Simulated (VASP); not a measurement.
The system is Cd3Te2Se.

```
Cd Te Se
1.0
     4.62631   -0.06493   -0.04762
    -2.36939    3.98761    0.01733
    -0.23379   -0.03672   22.12439
Cd Te Se
6 4 2
Direct
  0.35043 0.67494 0.00994
  0.31797 0.65185 0.32916
  0.33575 0.65304 0.65772
  0.68499 0.37901 0.15772
  0.70296 0.34767 0.50659
  0.67606 0.33213 0.83239
  0.32067 0.63132 0.45805
  0.31514 0.67252 0.78283
  0.66018 0.31265 0.28730
  0.67805 0.34153 0.96731
  0.30616 0.63362 0.13328
  0.65163 0.36970 0.62771
```

```yaml
Program: VASP 6.6.1
Task: relaxation of cell and atoms
Functional: PBE
Potentials_or_basis: VASP PAW PBE potentials, release 64 (Cd, Te, Se)
Cutoff: 600 eV
k_mesh: 6 × 6 × 1
Occupations: gaussian, width 0.2 eV
Spin: no spin polarisation
```

At the start: pressure 1.0 GPa; volume 33.73 Å³/atom.

Question: Where does the relaxation end?

Answer: Over 21 steps the energy falls by 51.8 meV/atom and the volume is 34.09 Å³/atom (+1.1 %); space group P1 (No. 1, to 0.05 Å).

The path:
```
step  energy change (eV)  largest force (eV/Å)  pressure (GPa)  volume (Å³)
   1              0.0000                1.2880            0.98       404.70
   2             -0.3493                0.6398           -0.53       416.86
   3             -0.3840                0.5067           -1.05       422.68
   4             -0.5224                0.3173           -0.18       411.65
   5             -0.5430                0.2693            0.38       405.74
   6             -0.5831                0.2063            0.11       408.40
   7             -0.5893                0.2218           -0.03       409.92
   8             -0.6024                0.1339           -0.05       410.12
   9             -0.6082                0.1086           -0.06       410.35
  10             -0.6141                0.0843            0.05       409.11
  11             -0.6145                0.0811            0.09       408.67
  12             -0.6167                0.0482           -0.05       410.24
  13             -0.6168                0.0481           -0.07       410.54
  14             -0.6181                0.0447            0.01       409.70
  15             -0.6182                0.0485            0.03       409.44
  16             -0.6194                0.0328            0.02       409.55
  17             -0.6203                0.0527            0.00       409.82
  18             -0.6204                0.0460            0.01       409.76
  19             -0.6215                0.0348           -0.02       410.04
  20             -0.6216                0.0327           -0.04       410.21
  21             -0.6219                0.0199            0.07       409.07
```

Final structure:
```yaml
crystal:
  lattice:
    - [4.58079, 0.00082, -0.00098]
    - [-2.29186, 3.96844, -0.00098]
    - [-0.00779, -0.01066, 22.50040]
  atoms:
    - { symbol: Cd, position: [0.33890, 0.67196, 0.00608] }
    - { symbol: Cd, position: [0.32785, 0.65650, 0.33379] }
    - { symbol: Cd, position: [0.33214, 0.67118, 0.66042] }
    - { symbol: Cd, position: [0.66568, 0.33548, 0.16008] }
    - { symbol: Cd, position: [0.67041, 0.32817, 0.50698] }
    - { symbol: Cd, position: [0.66534, 0.33682, 0.83329] }
    - { symbol: Te, position: [0.33646, 0.66127, 0.46105] }
    - { symbol: Te, position: [0.33245, 0.67041, 0.78788] }
    - { symbol: Te, position: [0.66143, 0.32364, 0.28798] }
    - { symbol: Te, position: [0.67160, 0.33857, 0.96042] }
    - { symbol: Se, position: [0.33275, 0.66938, 0.12562] }
    - { symbol: Se, position: [0.66499, 0.33661, 0.62642] }
```
